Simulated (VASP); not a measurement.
# MgO (Fm-3m) in VASP: a series of runs, part 2 of 2

VASP 6.6.1. Earlier steps stand in the parts before.

### 3 Single point, PBE

INCAR

```
SYSTEM = MgO
  ALGO = Normal
  EDIFF = 1E-6
  ENCUT = 520
  GGA = PE
  ISIF = 2
  ISMEAR = -1
  LASPH = .TRUE.
  LCHARG = .FALSE.
  LREAL = .FALSE.
  LWAVE = .FALSE.
  NBANDS = 11
  NELM = 100
  PREC = Accurate
  SIGMA = 0.1
```

KPOINTS

```
k-points
0
G
  9 9 9
  0 0 0
```

POSCAR

```
MgO
1.0
    0.0000000000      2.1368000000      2.1368000000
    2.1368000000      0.0000000000      2.1368000000
    2.1368000000      2.1368000000      0.0000000000
Mg O
1 1
Direct
    0.0000000000      0.0000000000      0.0000000000
    0.5000000000      0.5000000000      0.5000000000
```

Potentials or basis: VASP PAW PBE potentials, release 64 (Mg, O).

Started as:

```bash
$ cat potpaw_PBE.64/Mg/POTCAR potpaw_PBE.64/O/POTCAR > POTCAR
$ mpirun -np 1 vasp_std > vasp.out
```

OUTCAR:

```text
SYSTEM = MgO
   EDIFF = 1E-6
   ENCUT = 520
   GGA = PE
   ISIF = 2
   ISMEAR = -1
   LASPH = .TRUE.
   LREAL = .FALSE.
   NELM = 100
   PREC = Accurate

 ion  position               nearest neighbor table
   1  0.000  0.000  0.000-   2 2.14   2 2.14   2 2.14   2 2.14   2 2.14   2 2.14
   2  0.500  0.500  0.500-   1 2.14   1 2.14   1 2.14   1 2.14   1 2.14   1 2.14

  LATTYP: Found a face centered cubic cell.
 ALAT       =     4.2736000000

  Lattice vectors:

 A1 = (   0.0000000000,   2.1368000000,   2.1368000000)
 A2 = (   2.1368000000,   0.0000000000,   2.1368000000)
[... 513 lines left out ...]
      8      21.1059      0.00000
      9      21.1059      0.00000
     10      27.5677      0.00000
     11      28.8043      0.00000

 [... further k-points ...]
[... 5 lines left out ...]
  --------------------------------------------------------------------------------------
  -------------------------------------------------------------------------------------
  Total       -0.3370851     -0.3370851     -0.3370851      0.0000000      0.0000000      0.0000000
  in kB      -27.6776054    -27.6776054    -27.6776054      0.0000000      0.0000000      0.0000000
  external PRESSURE =     -27.6776054 kB  Pullay stress =       0.0000000 kB

 VOLUME and BASIS-vectors are now :
 -----------------------------------------------------------------------------
  energy-cutoff  :      520.00
  volume of cell :       19.51
      direct lattice vectors                 reciprocal lattice vectors
     0.000000000  2.136800000  2.136800000    -0.233994759  0.233994759  0.233994759
     2.136800000  0.000000000  2.136800000     0.233994759 -0.233994759  0.233994759
     2.136800000  2.136800000  0.000000000     0.233994759  0.233994759 -0.233994759

 POSITION                                       TOTAL-FORCE (eV/Angst)
 -----------------------------------------------------------------------------------
      0.00000      0.00000      0.00000        -0.000000     -0.000000      0.000000
      2.13680      2.13680      2.13680         0.000000      0.000000      0.000000
 -----------------------------------------------------------------------------------
    total drift:                               -0.000000     -0.000000      0.000000

  FREE ENERGIE OF THE ION-ELECTRON SYSTEM (eV)
  ---------------------------------------------------
  free  energy   TOTEN  =       -11.9090679265 eV

  energy  without entropy=      -11.9090679263  energy(sigma->0) =      -11.90906793
```

OSZICAR:

```text
N       E                     dE             d eps       ncg     rms          rms(c)
DAV:   1     0.136353337874E+02    0.13635E+02   -0.46798E+03   874   0.649E+02
DAV:   2    -0.128683686445E+02   -0.26504E+02   -0.25525E+02   866   0.135E+02
DAV:   3    -0.134636618488E+02   -0.59529E+00   -0.59494E+00   945   0.176E+01
DAV:   4    -0.134651500096E+02   -0.14882E-02   -0.14881E-02   836   0.988E-01
DAV:   5    -0.134651550452E+02   -0.50355E-05   -0.50356E-05   905   0.561E-02    0.719E+00
DAV:   6    -0.119300131823E+02    0.15351E+01   -0.91274E+00   800   0.163E+01    0.230E+00
DAV:   7    -0.119153671760E+02    0.14646E-01   -0.63572E-02   848   0.219E+00    0.135E+00
DAV:   8    -0.119094861159E+02    0.58811E-02   -0.30725E-02   797   0.195E+00    0.250E-01
DAV:   9    -0.119090856552E+02    0.40046E-03   -0.57109E-04   872   0.169E-01    0.141E-01
DAV:  10    -0.119090659688E+02    0.19686E-04   -0.49446E-04   839   0.167E-01    0.744E-03
DAV:  11    -0.119090680306E+02   -0.20618E-05   -0.34005E-06   911   0.141E-02    0.594E-03
DAV:  12    -0.119090679265E+02    0.10413E-06   -0.66637E-07   469   0.620E-03
   1 F= -.11909068E+02 E0= -.11909068E+02  d E =-.147106E-09
```

stdout:

```text
POSCAR found type information on POSCAR MgO
 POSCAR found :  2 types and       2 ions
 scaLAPACK will be used
 LDA part: xc-table for (Slater+PW92), standard interpolation
 POSCAR, INCAR and KPOINTS ok, starting setup
 FFT: planning ... GRIDC
 FFT: planning ... GRID_SOFT
 FFT: planning ... GRID
 WAVECAR not read
 entering main loop
```

It took 15 s on 1 thread of Intel Xeon 6975P-C, shared host; peak memory 0.14 GiB.

What came out:

```
Free energy            : -11.9091 eV
Pressure               : -2.8 GPa
Band gap on the k mesh : 4.31 eV, direct
```

### 4 Single point, PBE

INCAR

```
SYSTEM = MgO
  PREC = Accurate
  ENCUT = 520
  EDIFF = 1E-6
  ISMEAR = -1
  SIGMA = 0.003
  LREAL = .False.
  LASPH = .True.
  NELM = 60
  ALGO = Normal
  ISIF = 2
  LWAVE = .False.
  LCHARG = .False.
  GGA = PE
  NBANDS = 11
```

KPOINTS

```
Automatic mesh
0
Gamma
  9 9 9
  0 0 0
```

POSCAR is that of step 3.

Started as:

```bash
$ cat potpaw_PBE.64/Mg/POTCAR potpaw_PBE.64/O/POTCAR > POTCAR
$ mpirun -np 1 vasp_std > vasp.out
```

Wall time 14 s (1 thread of Intel Xeon 6975P-C, shared host); peak memory 0.14 GiB.

It converged, with:

```yaml
Free_energy: -11.9091 eV
Pressure: -2.8 GPa
Band_gap_on_the_k_mesh: 4.31 eV, direct
```

Levels at points of the mesh, in eV from the valence-band top:
```tsv
k point	band 2	band 3	band 4	band 5	band 6	band 7
(0.00, 0.00, 0.00)	0.00	0.00	0.00	4.31	15.55	15.55
```

### 5 Single point, PBE

INCAR

```
SYSTEM = MgO
ALGO = Normal ; EDIFF = 1E-7
ENCUT = 520 ; GGA = PE
ISIF = 2 ; ISMEAR = -5
LASPH = .True. ; LCHARG = .False.
LREAL = .False. ; LWAVE = .False.
NBANDS = 11 ; NELM = 80
PREC = Accurate ; SIGMA = 0.1
```

KPOINTS

```
k-points
0
Gamma
  9 9 9
  0 0 0
```

POSCAR is that of step 4.

Started as:

```bash
$ cat potpaw_PBE.64/Mg/POTCAR potpaw_PBE.64/O/POTCAR > POTCAR
$ mpirun -np 1 vasp_std > vasp.out
```

Run time: 13 s. Hardware: 1 thread of Intel Xeon 6975P-C, shared host; peak memory 0.14 GiB.

It converged, with:

| Item | Value |
| --- | --- |
| Free energy | -11.9091 eV |
| Pressure | -2.8 GPa |
| Band gap on the k mesh | 4.31 eV, direct |

Levels at points of the mesh, in eV from the valence-band top:
```csv
k point,band 2,band 3,band 4,band 5,band 6,band 7
"(0.00, 0.00, 0.00)",0.00,0.00,0.00,4.31,15.55,15.55
```

### 6 The runs side by side

| smearing | gap on the mesh (eV) | pressure (GPa) |
| --- | --- | --- |
| fermi-dirac 0.1 eV | 4.31 | -2.8 |
| fermi-dirac 0.003 eV | 4.31 | -2.8 |
| tetrahedron | 4.31 | -2.8 |

Alike in all rows: task single point; level PBE; potentials or basis VASP PAW PBE potentials, release 64 (Mg, O); no spin polarisation; cell as given; k mesh 9 × 9 × 9; cutoff (eV) 520.

On the cell as given the gap runs from 4.31 eV (PBE) to 4.31 eV (PBE).

Total energies depend on the potentials used, so only differences within one code and one set of settings carry meaning.

### 7 How close it comes

Step 2. A measured gap of MgO is 7.83 eV (quoted in “Electronic structure of alkaline earth and post-transition metal oxides”, 2009, arxiv:0908.1581); the calculated 4.31 eV misses it by -3.52 eV. The value is that of PBE, without temperature or zero-point motion. Semilocal functionals fall short of measured gaps as a rule.

Step 3. Measured gap of MgO: 7.83 eV (quoted in “Electronic structure of alkaline earth and post-transition metal oxides”, 2009, arxiv:0908.1581). This calculation gives 4.31 eV (-3.52 eV). The value is that of PBE, without temperature or zero-point motion. Semilocal functionals fall short of measured gaps as a rule.

Step 4. A measured gap of MgO is 7.83 eV (quoted in “Electronic structure of alkaline earth and post-transition metal oxides”, 2009, arxiv:0908.1581); the calculated 4.31 eV misses it by -3.52 eV. The value is that of PBE, without temperature or zero-point motion. Semilocal functionals fall short of measured gaps as a rule.

Step 5. A measured gap of MgO is 7.83 eV (quoted in “Electronic structure of alkaline earth and post-transition metal oxides”, 2009, arxiv:0908.1581); the calculated 4.31 eV misses it by -3.52 eV. The value is that of PBE, without temperature or zero-point motion. Semilocal functionals fall short of measured gaps as a rule.
